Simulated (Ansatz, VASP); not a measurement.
## One calculation of Si8N, two programs

INCAR

```
SYSTEM = Si8N
  ALGO = Normal
  EDIFF = 1E-7
  EDIFFG = -0.01
  ENCUT = 600
  GGA = PE
  IBRION = 2
  ISIF = 3
  ISMEAR = 0
  LASPH = .TRUE.
  LCHARG = .FALSE.
  LREAL = .FALSE.
  LWAVE = .FALSE.
  NELM = 100
  NSW = 100
  PREC = Accurate
  SIGMA = 0.1
```

File KPOINTS:

```
k-points
0
G
  6 6 14
  0 0 0
```

File POSCAR:

```
Si8N
1.0
    8.1775890297      0.0000000000      0.0000000000
   -4.0887945148      7.0819998414      0.0000000000
    0.0000000000      0.0000000000      2.6703201544
Si N
8 1
Direct
    0.8354507520      0.1645492480      0.0000000000
    0.8354507520      0.6709015039      0.0000000000
    0.3290984961      0.1645492480      0.0000000000
    0.1645492480      0.8354507520      0.0000000000
    0.1645492480      0.3290984961      0.0000000000
    0.6709015039      0.8354507520      0.0000000000
    0.3333333333      0.6666666667      0.0000000000
    0.6666666667      0.3333333333      0.0000000000
    0.0000000000      0.0000000000      0.5000000000
```

Input for Ansatz:

```yaml
crystal:
  lattice:
    - [8.1775890297, 0.0, 0.0]
    - [-4.0887945148, 7.0819998414, 0.0]
    - [0.0, 0.0, 2.6703201544]
  atoms:
    - { symbol: Si, position: [0.835450752, 0.164549248, 0.0] }
    - { symbol: Si, position: [0.835450752, 0.6709015039, 0.0] }
    - { symbol: Si, position: [0.3290984961, 0.164549248, 0.0] }
    - { symbol: Si, position: [0.164549248, 0.835450752, 0.0] }
    - { symbol: Si, position: [0.164549248, 0.3290984961, 0.0] }
    - { symbol: Si, position: [0.6709015039, 0.835450752, 0.0] }
    - { symbol: Si, position: [0.3333333333, 0.6666666667, 0.0] }
    - { symbol: Si, position: [0.6666666667, 0.3333333333, 0.0] }
    - { symbol: "N", position: [0.0, 0.0, 0.5] }
basis:
  ecutwfc: 420
kpoints:
  mp_grid: { grid: [6, 6, 14] }
hamiltonian:
  xc: pbe
scf:
  occupations: { method: gaussian, width: 0.1 }
output:
  forces: true
  stress: true
  eigenvalues: true
relax:
  adjacent_minimum: "off"
  f_tol: 0.01
  max_steps: 80
  cell: { stress_tol: 0.05 }
```

Alike in both runs: task relaxation of cell and atoms; functional PBE; k mesh 6 × 6 × 14; occupations gaussian, width 0.1 eV; no spin polarisation.

|  | VASP | Ansatz |
| --- | --- | --- |
| version | VASP 6.6.1 | Ansatz 0.2.0 |
| potentials or method | VASP PAW PBE potentials, release 64 (Si, N), cutoff 600 eV | scalar-relativistic, plane waves, PAW |
| valence electrons in the cell | 37 | 37 |

```tsv
	VASP	Ansatz	Ansatz less VASP
gap on the k mesh at the Fermi level, each at its own relaxed structure (eV)	none	none	-
relaxed volume (Å³/atom)	17.16	17.16	+0.004
relaxed length of the cell vector where the two differ most in proportion (Å)	2.659	2.658	-0.0011
```

A gap of «none» marks a metal or a gap that the smearing closes.

Noted on VASP's run: too few bands were computed for a metal, which touches its energy and stress.
